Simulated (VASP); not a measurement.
# BaF3 (I4/mmm) in VASP: notebook

Runs on BaF3. Level: LDA. Tasks: single point.

Program: VASP 6.6.1. These are calculated values, not measurements. Logs are shortened: lines on timing, memory, paths and dates and some standing lists are left out, and cuts for length are marked.

## (1) The cell of the first run

The structure is tetragonal, space group I4/mmm (No. 139). The conventional cell has a = 4.245 Å, b = 4.245 Å, c = 6.838 Å, α = 90.00°, β = 90.00°, γ = 90.00°. Ba (site symmetry 4/mmm) has 14 F at 2.73 to 3.42 Å within 3.6 Å. F (site symmetry -4m2) has 4 Ba at 2.73 Å and 10 F at 2.73 to 3.42 Å within 3.6 Å. F (site symmetry 4/mmm) has 8 F at 2.73 Å and 6 Ba at 3.00 to 3.42 Å within 3.6 Å.

## (2) Single point, LDA

INCAR

```
ALGO = Normal
EDIFF = 1E-6
ENCUT = 520
ISIF = 2
ISMEAR = 1
LASPH = True
LCHARG = True
LELF = True
LREAL = False
LVHAR = True
LWAVE = False
NBANDS = 24
NELM = 60
PREC = Accurate
SIGMA = 0.25
```

KPOINTS

```
k-points
0
Gamma
  8 8 8
```

POSCAR

```
BaF3
1.0
   -2.1223900000      2.1223900000      3.4192500000
    2.1223900000     -2.1223900000      3.4192500000
    2.1223900000      2.1223900000     -3.4192500000
Ba F
1 3
Direct
    0.0000000000      0.0000000000      0.0000000000
    0.7500000000      0.2500000000      0.5000000000
    0.2500000000      0.7500000000      0.5000000000
    0.5000000000      0.5000000000      0.0000000000
```

Potentials or basis: VASP PAW LDA potentials, release 64 (Ba_sv, F).

Started as:

```console
$ cat potpaw_LDA.64/Ba_sv/POTCAR potpaw_LDA.64/F/POTCAR > POTCAR
$ mpirun -np 1 vasp_std > vasp.out
```

OUTCAR:

```text
EDIFF = 1E-6
   ENCUT = 520
   ISIF = 2
   ISMEAR = 1
   LASPH = True
   LREAL = False
   NELM = 60
   PREC = Accurate

 ion  position               nearest neighbor table
   1  0.000  0.000  0.000-   2 2.73   3 2.73   2 2.73   3 2.73   2 2.73   3 2.73   2 2.73   3 2.73
                             4 3.00   4 3.00   4 3.00   4 3.00
   2  0.750  0.250  0.500-   1 2.73   1 2.73   1 2.73   1 2.73
   3  0.250  0.750  0.500-   1 2.73   1 2.73   1 2.73   1 2.73
   4  0.500  0.500  0.000-   1 3.00   1 3.00   1 3.00   1 3.00

  LATTYP: Found a body centered tetragonal cell.
 ALAT       =     4.2447800000
 C/A-ratio  =     1.6110375567

  Lattice vectors:

 A1 = (  -2.1223900000,   2.1223900000,   3.4192500000)
 A2 = (   2.1223900000,  -2.1223900000,   3.4192500000)
 A3 = (   2.1223900000,   2.1223900000,  -3.4192500000)

Analysis of symmetry for initial positions (statically):
=====================================================================
 Subroutine PRICEL returns:
 Original cell was already a primitive cell.

 Routine SETGRP: Setting up the symmetry group for a
 body centered tetragonal supercell.

 Subroutine GETGRP returns: Found 16 space group operations
 (whereof 16 operations were pure point group operations)
 out of a pool of 16 trial point group operations.

The static configuration has the point symmetry D_4h.

Analysis of symmetry for dynamics (positions and initial velocities):
=====================================================================
 Subroutine PRICEL returns:
 Original cell was already a primitive cell.

 Routine SETGRP: Setting up the symmetry group for a
 body centered tetragonal supercell.

 Subroutine GETGRP returns: Found 16 space group operations
 (whereof 16 operations were pure point group operations)
 out of a pool of 16 trial point group operations.

The dynamic configuration has the point symmetry D_4h.

 Subroutine INISYM returns: Found 16 space group operations
 (whereof 16 operations are pure point group operations),
 and found     1 'primitive' translations

----------------------------------------------------------------------------------------

                                     Primitive cell

  volume of cell :      61.6086

  direct lattice vectors                    reciprocal lattice vectors
    -2.122390000  2.122390000  3.419250000     0.000000000  0.235583470  0.146230899
     2.122390000 -2.122390000  3.419250000     0.235583470  0.000000000  0.146230899
     2.122390000  2.122390000 -3.419250000     0.235583470  0.235583470  0.000000000

  length of vectors
     4.549763641  4.549763641  4.549763641     0.277277923  0.277277923  0.333165338

  position of ions in fractional coordinates (direct lattice)
     0.000000000  0.000000000  0.000000000
     0.750000000  0.250000000  0.500000000
     0.250000000  0.750000000  0.500000000
     0.500000000  0.500000000  0.000000000

  ion indices of the primitive-cell ions
   primitive index   ion index
                 1           1
                 2           2
                 3           3
                 4           4

----------------------------------------------------------------------------------------

 KPOINTS: k-points

Automatic generation of k-mesh.
 Grid dimensions read from file:
 generate k-points for:    8    8    8

 Generating k-lattice:

  Cartesian coordinates                     Fractional coordinates (reciprocal lattice)
     0.000000000  0.029447934  0.018278862     0.125000000  0.000000000 -0.000000000
     0.029447934  0.000000000  0.018278862     0.000000000  0.125000000 -0.000000000
     0.029447934  0.029447934  0.000000000     0.000000000  0.000000000  0.125000000

  Length of vectors
     0.034659740  0.034659740  0.041645667

  Shift w.r.t. Gamma in fractional coordinates (k-lattice)
     0.000000000  0.000000000  0.000000000

 Subroutine IBZKPT returns following result:
 ===========================================

 Found     59 irreducible k-points:

 Following reciprocal coordinates:
            Coordinates               Weight
  0.000000  0.000000  0.000000      1.000000
  0.125000 -0.000000  0.000000      8.000000
  0.250000 -0.000000  0.000000      8.000000
  0.375000 -0.000000  0.000000      8.000000
  0.500000 -0.000000  0.000000      4.000000
  0.125000  0.125000  0.000000      8.000000
[... 16 lines left out ...]
  0.250000  0.125000  0.125000     16.000000
  0.375000  0.125000  0.125000      8.000000
 [... further k-points ...]
   k-points           NKPTS =     59   k-points in BZ     NKDIM =     59   number of bands    NBANDS=     24
   number of dos      NEDOS =    301   number of ions     NIONS =      4
   total plane-waves  NPLWV =  46656
   dimension x,y,z NGX =    36 NGY =   36 NGZ =   36
   dimension x,y,z NGXF=    72 NGYF=   72 NGZF=   72
   ions per type =               1   3
   NGX,Y,Z   is equivalent  to a cutoff of  13.15, 13.15, 13.15 a.u.
   NGXF,Y,Z  is equivalent  to a cutoff of  26.31, 26.31, 26.31 a.u.
 SYSTEM =  unknown system
   PREC   = accura    normal or accurate (medium, high low for compatibility)
   ISTART =      0    job   : 0-new  1-cont  2-samecut
   ICHARG =      2    charge: 1-file 2-atom 10-const
   ISPIN  =      1    spin polarized calculation?
   LNONCOLLINEAR =      F non collinear calculations
   LSORBIT =      F    spin-orbit coupling
   LASPH  =      T    aspherical Exc in radial PAW
   ENCUT  =  520.0 eV  38.22 Ry    6.18 a.u.   8.46  8.46  8.46*2*pi/ulx,y,z
   NELM   =     60;   NELMIN=  2; NELMDL= -5     # of ELM steps
   EDIFF  = 0.1E-05   stopping-criterion for ELM
   LREAL  =      F    real-space projection
   EDIFFG = 0.1E-04   stopping-criterion for IOM
   NSW    =      0    number of steps for IOM
   IBRION =     -1    ionic relax: 0-MD 1-quasi-New 2-CG
   NFREE  =      0    steps in history (QN), initial steepest desc. (CG)
   ISIF   =      2    stress and relaxation
   ISYM   =      2    0-nonsym 1-usesym 2-fastsym
   POTIM  = 0.5000    time-step for ionic-motion
   TEBEG  =    0.0;   TEEND  =   0.0 temperature during run
   PSTRESS=    0.0 pullay stress
   NELECT =      31.0000    total number of electrons
   NUPDOWN=      -1.0000    fix difference up-down
   EMIN   =  10.00;   EMAX   =-10.00  energy-range for DOS
   EFERMI =   0.00;   METHOD = LEGACY
   ISMEAR =     1;   SIGMA  =   0.25  broadening in eV -4-tet -1-fermi 0-gaus
   EFERMI_NEDOS =   21; number of points for ismear=-14 and -15
   IALGO  =     38    algorithm
   IMIX   =      4    mixing-type and parameters
     AMIX     =   0.40;   BMIX     =  1.00
     AMIX_MAG =   1.60;   BMIX_MAG =  1.00
  volume/ion in A,a.u.               =      15.40       103.94
  Fermi-wavevector in a.u.,A,eV,Ry     =   1.302112  2.460635 23.068617  1.695495
  Thomas-Fermi vector in A             =   2.433201
   LORBIT       =      0    0 simple, 1 ext, 2 COOP (PROOUT), +10 PAW based schemes
   GGA     = CA    functional components
   LHFCALC =     F    Hartree Fock is set to
   AEXX    =    0.0000 exact exchange contribution
   IVDW    =     0    specifies the selected vdW correction
   LEPSILON=     F    determine dielectric tensor
   LRPA    =     F    only Hartree local field effects (RPA)
 non-spin polarized calculation
 Methfessel and Paxton  Order N= 1 SIGMA  =   0.25
  energy-cutoff  :      520.00
  volume of cell :       61.61
 maximum number of plane-waves:      1681
 NGX is ok and might be reduce to    36
   NGX = 17   NGY = 17   NGZ = 17

 number of electron      31.0000024 magnetization

 Free energy of the ion-electron system (eV)
  ---------------------------------------------------
  ext. energy  EPLUGINS =         0.00000000
  ---------------------------------------------------
  free energy    TOTEN  =       -20.34924638 eV

  energy without entropy =      -20.31195988  energy(sigma->0) =      -20.33681755

 E-fermi :  -2.1565     XC(G=0): -10.4127

 val. band max:       -2.1598540889   @ k =  -0.2500   0.5000   0.1250
 cond. band min:      -2.1560098564   @ k =  -0.3750  -0.3750   0.1250
 fundamental gap:      0.0038442325
 Fermi energy:        -2.1564892251

 k-point     1 :       0.0000    0.0000    0.0000
  band No.  band energies     occupation
      1     -24.9854      2.00000
      2     -21.3594      2.00000
      3     -21.0819      2.00000
      4     -20.7775      2.00000
      5      -9.9227      2.00000
      6      -9.8330      2.00000
[... 16 lines left out ...]
     23      14.4722      0.00000
     24      16.4559      0.00000

 k-point     2 :       0.1250   -0.0000    0.0000
  band No.  band energies     occupation
      1     -24.9534      2.00000
      2     -21.3764      2.00000
      3     -21.0964      2.00000
      4     -20.8022      2.00000
      5      -9.9337      2.00000
      6      -9.8706      2.00000
[... 16 lines left out ...]
     23      14.4169      0.00000
     24      16.1678      0.00000

 k-point     3 :       0.2500   -0.0000    0.0000
  band No.  band energies     occupation
      1     -24.8733      2.00000
      2     -21.4167      2.00000
      3     -21.1342      2.00000
      4     -20.8648      2.00000
      5      -9.9842      2.00000
      6      -9.9173      2.00000
[... 16 lines left out ...]
     23      13.9279      0.00000
     24      15.7959      0.00000
[... 514 lines left out ...]
 k-point    23 :       0.2500    0.1250    0.1250
  band No.  band energies     occupation
      1     -24.7402      2.00000
      2     -21.4161      2.00000
      3     -21.2165      2.00000
      4     -20.9922      2.00000
      5     -10.1577      2.00000
      6     -10.0779      2.00000
[... 16 lines left out ...]
     23      13.3145      0.00000
     24      14.7431      0.00000

 k-point    24 :       0.3750    0.1250    0.1250
  band No.  band energies     occupation
      1     -24.7110      2.00000
      2     -21.4097      2.00000
      3     -21.2337      2.00000
      4     -21.0290      2.00000
      5     -10.1549      2.00000
      6     -10.0325      2.00000
[... 16 lines left out ...]
     23      12.4543      0.00000
     24      14.0865      0.00000

 [... further k-points ...]

------------------------ aborting loop because EDIFF is reached ----------------------------------------

  FORCE on cell =-STRESS in cart. coord.  units (eV):
  Direction    XX          YY          ZZ          XY          YZ          ZX
  --------------------------------------------------------------------------------------
  -------------------------------------------------------------------------------------
  Total       -2.2050301     -2.2050301     -2.2760937      0.0000000      0.0000000      0.0000000
  in kB      -57.3434577    -57.3434577    -59.1915207      0.0000000      0.0000000      0.0000000
  external PRESSURE =     -57.9594787 kB  Pullay stress =       0.0000000 kB

 VOLUME and BASIS-vectors are now :
 -----------------------------------------------------------------------------
  energy-cutoff  :      520.00
  volume of cell :       61.61
      direct lattice vectors                 reciprocal lattice vectors
    -2.122390000  2.122390000  3.419250000     0.000000000  0.235583470  0.146230899
     2.122390000 -2.122390000  3.419250000     0.235583470  0.000000000  0.146230899
     2.122390000  2.122390000 -3.419250000     0.235583470  0.235583470  0.000000000

 POSITION                                       TOTAL-FORCE (eV/Angst)
 -----------------------------------------------------------------------------------
      0.00000      0.00000      0.00000        -0.000000      0.000000     -0.000000
      0.00000      2.12239      1.70962        -0.000000     -0.000000     -0.000000
      2.12239      0.00000      1.70962         0.000000      0.000000      0.000000
      0.00000      0.00000      3.41925        -0.000000      0.000000     -0.000000
 -----------------------------------------------------------------------------------
    total drift:                                0.000000      0.000000      0.000000

  FREE ENERGIE OF THE ION-ELECTRON SYSTEM (eV)
  ---------------------------------------------------
  free  energy   TOTEN  =       -20.3492463764 eV

  energy  without entropy=      -20.3119598844  energy(sigma->0) =      -20.33681755
```

Wall time 76 s (1 thread of Intel Xeon Platinum 8375C at 2.90GHz (Ice Lake), shared host); peak memory 0.21 GiB.

Results:

* Free energy: -20.3492 eV
* Pressure: -5.8 GPa
* Band gap on the k mesh: zero (an odd number of electrons rules out a gap without spin polarisation)

Caveat: the cell stands under tension; spin-orbit coupling is left out, which moves the levels of the heavy elements; an odd number of electrons without spin polarisation forces a metal; a magnetic or distorted state may lie lower.

## (3) Single point, LDA

INCAR

```
PREC = Accurate
ENCUT = 520
EDIFF = 1E-6
ISMEAR = 1
SIGMA = 0.15
LREAL = False
LASPH = True
NELM = 80
ALGO = Normal
ISIF = 2
LWAVE = False
LCHARG = True
LELF = True
LVHAR = True
NBANDS = 24
```

KPOINTS

```
regular mesh
0
Gamma
  8 8 8
```

POSCAR is that of step 2.

Potentials or basis: VASP PAW LDA potentials, release 64 (Ba_sv, F).

Started as:

```console
$ cat potpaw_LDA.64/Ba_sv/POTCAR potpaw_LDA.64/F/POTCAR > POTCAR
$ mpirun -np 1 vasp_std > vasp.out
```

Wall time 76 s (1 thread of Intel Xeon Platinum 8375C at 2.90GHz (Ice Lake), shared host); peak memory 0.21 GiB.

It converged, with:

- Free energy: -20.3365 eV
- Pressure: -5.9 GPa
- Band gap on the k mesh: zero (an odd number of electrons rules out a gap without spin polarisation)

Levels at points of the mesh, in eV from the Fermi level:
```
           k point  band 12  band 13  band 14  band 15  band 16  band 17  band 18  band 19  band 20  band 21
(0.00, 0.00, 0.00)    -1.21    -1.21     0.09     0.15     0.15     8.49     8.65     9.65    10.18    11.37
(0.50, 0.00, 0.00)    -0.66    -0.53    -0.35    -0.26    -0.13     9.50     9.90    10.59    11.39    11.58
(0.50, 0.50, 0.00)    -0.61    -0.51    -0.40     0.04     0.08     8.97     9.09    10.62    11.90    12.13
(0.50, 0.50, 0.50)    -0.75    -0.61    -0.61    -0.18    -0.18     8.14     8.51    10.61    11.43    11.43
```

Caveat: the cell stands under tension; spin-orbit coupling is left out, which moves the levels of the heavy elements; an odd number of electrons without spin polarisation forces a metal; a magnetic or distorted state may lie lower.

## (4) Single point, LDA

INCAR

```
PREC     = Accurate       # precision mode
ENCUT    = 520            # plane-wave cutoff, eV
EDIFF    = 1E-6           # SCF threshold, eV
ISMEAR   = 1              # smearing method
SIGMA    = 0.1            # smearing width, eV
LREAL    = False          # projectors in reciprocal space
LASPH    = True           # aspherical terms in the spheres
NELM     = 60             # most SCF steps
ALGO     = Normal         # electronic algorithm
ISIF     = 2              # what is computed and relaxed
LWAVE    = False          # write WAVECAR
LCHARG   = False          # write CHGCAR
GGA      = CA             # functional
NBANDS   = 24             # bands
```

KPOINTS

```
Automatic mesh
0
Gamma
  8 8 8
```

POSCAR is that of step 3.

Started as:

```console
$ cat potpaw_LDA.64/Ba_sv/POTCAR potpaw_LDA.64/F/POTCAR > POTCAR
$ mpirun -np 1 vasp_std > vasp.out
```

It took 74 s on 1 thread of Intel Xeon Platinum 8375C at 2.90GHz (Ice Lake), shared host; peak memory 0.21 GiB.

Results (log left out):

```yaml
Free_energy: -20.3324 eV
Pressure: -6.0 GPa
Band_gap_on_the_k_mesh: zero (an odd number of electrons rules out a gap without spin polarisation)
```

Levels at points of the mesh, in eV from the Fermi level:
```
           k point  band 13  band 14  band 15  band 16  band 17  band 18  band 19  band 20
(0.00, 0.00, 0.00)    -1.20     0.10     0.15     0.15     8.49     8.64     9.65    10.18
(0.50, 0.00, 0.00)    -0.53    -0.35    -0.26    -0.13     9.50     9.90    10.59    11.39
(0.50, 0.50, 0.00)    -0.51    -0.40     0.04     0.09     8.97     9.09    10.62    11.89
(0.50, 0.50, 0.50)    -0.62    -0.62    -0.18    -0.18     8.13     8.50    10.61    11.43
```

Caveat: the cell stands under tension; spin-orbit coupling is left out, which moves the levels of the heavy elements; an odd number of electrons without spin polarisation forces a metal; a magnetic or distorted state may lie lower.

## (5) Single point, LDA

INCAR

```
  ALGO = Normal
  EDIFF = 1E-6
  ENCUT = 520
  ISIF = 2
  ISMEAR = 1
  LASPH = T
  LCHARG = T
  LELF = T
  LREAL = F
  LVHAR = T
  LWAVE = F
  NBANDS = 24
  NELM = 100
  PREC = Accurate
  SIGMA = 0.05
```

KPOINTS

```
k-points
0
Gamma
  8 8 8
```

POSCAR is that of step 4.

Started as:

```console
$ cat potpaw_LDA.64/Ba_sv/POTCAR potpaw_LDA.64/F/POTCAR > POTCAR
$ mpirun -np 1 vasp_std > vasp.out
```

It took 75 s on 1 thread of Intel Xeon Platinum 8375C at 2.90GHz (Ice Lake), shared host; peak memory 0.21 GiB.

It converged, with:

```
Free energy            : -20.3303 eV
Pressure               : -6.0 GPa
Band gap on the k mesh : zero (an odd number of electrons rules out a gap without spin polarisation)
```

Levels at points of the mesh, in eV from the Fermi level:
```tsv
k point	band 12	band 13	band 14	band 15	band 16	band 17	band 18	band 19	band 20	band 21
(0.00, 0.00, 0.00)	-1.20	-1.20	0.10	0.15	0.15	8.49	8.64	9.64	10.17	11.36
(0.50, 0.00, 0.00)	-0.66	-0.53	-0.35	-0.26	-0.12	9.49	9.90	10.59	11.39	11.58
(0.50, 0.50, 0.00)	-0.60	-0.51	-0.40	0.04	0.09	8.96	9.09	10.62	11.89	12.12
(0.50, 0.50, 0.50)	-0.73	-0.62	-0.62	-0.18	-0.18	8.13	8.50	10.61	11.42	11.42
```

Caveat: the cell stands under tension; spin-orbit coupling is left out, which moves the levels of the heavy elements; an odd number of electrons without spin polarisation forces a metal; a magnetic or distorted state may lie lower.

## (6) Single point, LDA

INCAR

```
SYSTEM = BaF3
PREC = Accurate
ENCUT = 520
EDIFF = 1E-6
ISMEAR = 1
SIGMA = 0.025
LREAL = .FALSE.
LASPH = .TRUE.
NELM = 80
ALGO = Normal
ISIF = 2
LWAVE = .FALSE.
LCHARG = .FALSE.
NBANDS = 24
```

KPOINTS

```
regular mesh
0
G
  8 8 8
  0 0 0
```

POSCAR is that of step 5.

Potentials or basis: VASP PAW LDA potentials, release 64 (Ba_sv, F).

Started as:

```console
$ cat potpaw_LDA.64/Ba_sv/POTCAR potpaw_LDA.64/F/POTCAR > POTCAR
$ mpirun -np 1 vasp_std > vasp.out
```

Wall time 75 s (1 thread of Intel Xeon Platinum 8375C at 2.90GHz (Ice Lake), shared host); peak memory 0.21 GiB.

It converged, with:

* Free energy: -20.3303 eV
* Pressure: -6.0 GPa
* Band gap on the k mesh: zero (an odd number of electrons rules out a gap without spin polarisation)

Levels at points of the mesh, in eV from the Fermi level:
```
           k point  band 12  band 13  band 14  band 15  band 16  band 17  band 18  band 19  band 20  band 21
(0.00, 0.00, 0.00)    -1.20    -1.20     0.10     0.15     0.15     8.49     8.64     9.64    10.17    11.36
(0.50, 0.00, 0.00)    -0.66    -0.53    -0.35    -0.26    -0.12     9.49     9.90    10.59    11.39    11.58
(0.50, 0.50, 0.00)    -0.60    -0.52    -0.40     0.04     0.10     8.97     9.09    10.62    11.89    12.12
(0.50, 0.50, 0.50)    -0.72    -0.62    -0.62    -0.18    -0.18     8.13     8.50    10.61    11.42    11.42
```

Caveat: the cell stands under tension; spin-orbit coupling is left out, which moves the levels of the heavy elements; an odd number of electrons without spin polarisation forces a metal; a magnetic or distorted state may lie lower.

## (7) Overview

| smearing | gap on the mesh (eV) | pressure (GPa) |
| --- | --- | --- |
| methfessel-paxton 0.25 eV | none | -5.8 |
| methfessel-paxton 0.15 eV | none | -5.9 |
| methfessel-paxton 0.1 eV | none | -6.0 |
| methfessel-paxton 0.05 eV | none | -6.0 |
| methfessel-paxton 0.025 eV | none | -6.0 |

Alike in all rows: task single point; level LDA; potentials or basis VASP PAW LDA potentials, release 64 (Ba_sv, F); no spin polarisation; cell as given; k mesh 8 × 8 × 8; cutoff (eV) 520.

Caveats: the cell stands under tension; spin-orbit coupling is left out, which moves the levels of the heavy elements; an odd number of electrons without spin polarisation forces a metal; a magnetic or distorted state may lie lower.

Absolute energies hang on the potentials; compare differences alone.
